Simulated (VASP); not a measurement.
**SiC: single point with PBE**

SiC:

```xyz
8
Lattice="4.3797 0.0000 0.0000 0.0000 -4.3797 0.0000 0.0000 0.0000 -4.3797" Properties=species:S:1:pos:R:3 pbc="T T T"
Si    0.0000    0.0000    0.0000
Si    2.1899   -2.1899    0.0000
Si    2.1899    0.0000   -2.1899
Si    0.0000   -2.1899   -2.1899
C     3.2848   -3.2848   -3.3248
C     1.0949   -1.0949   -3.2848
C     1.0949   -3.2848   -1.0949
C     3.2848   -1.0949   -1.0949
```

This cell differs from its parent crystal: atom 5 (C) moved -0.040 Å along Cartesian [0 0 1].

```json
{
  "Program": "VASP 6.6.1",
  "Task": "single point",
  "Functional": "PBE",
  "Potentials or basis": "VASP PAW PBE potentials, release 64 (Si, C)",
  "Cutoff": "520 eV",
  "k mesh": "6 × 6 × 6",
  "Occupations": "gaussian, width 0.05 eV",
  "Spin": "no spin polarisation",
  "Dipole correction": "no",
  "Further INCAR settings": "ALGO = Normal; EDIFF = 1e-06; NBANDS = 26"
}
```

| Item | Value |
| --- | --- |
| Pressure | 0.0 GPa |
| Largest force | 0.897 eV/Å |
| Band gap on the k mesh | 1.32 eV |

Forces on the atoms (eV/Å):
```
Si   0.112 -0.112 -0.192
Si  -0.112  0.112 -0.192
Si   0.094  0.094 -0.179
Si  -0.094 -0.094 -0.179
C    0.000  0.000  0.897
C    0.000  0.000  0.042
C    0.000  0.000 -0.099
C    0.000  0.000 -0.099
```

Stress tensor (GPa, compression positive):
```
 0.04 -0.58  0.00
-0.58  0.04  0.00
 0.00  0.00 -0.06
```

Levels at points of the mesh, in eV from the valence-band top:
```csv
k point,band 13,band 14,band 15,band 16,band 17,band 18,band 19,band 20
"(0.00, 0.00, 0.00)",-3.16,-0.09,-0.05,0.00,1.32,1.32,1.33,4.17
"(0.50, 0.00, 0.00)",-1.96,-1.96,-1.96,-1.96,3.96,3.96,5.14,5.14
"(0.00, 0.00, 0.50)",-2.04,-1.97,-1.95,-1.89,3.96,3.96,5.14,5.14
"(0.50, 0.50, 0.00)",-1.30,-1.23,-1.22,-1.15,5.37,5.41,5.44,5.49
"(0.00, 0.50, 0.50)",-1.26,-1.22,-1.22,-1.18,5.39,5.39,5.46,5.46
"(0.50, 0.50, 0.50)",-1.09,-1.09,-1.08,-0.99,5.24,5.25,5.25,5.25
```

Run time: 96 s on 1 thread of Intel(R) Xeon(R) Platinum 8488C (Sapphire Rapids), on a shared host, peak memory 0.24 GiB.

Caveat: the cell differs from its parent crystal (atom 5 (C) moved -0.040 Å along Cartesian [0 0 1]). A k mesh can miss the band edges.
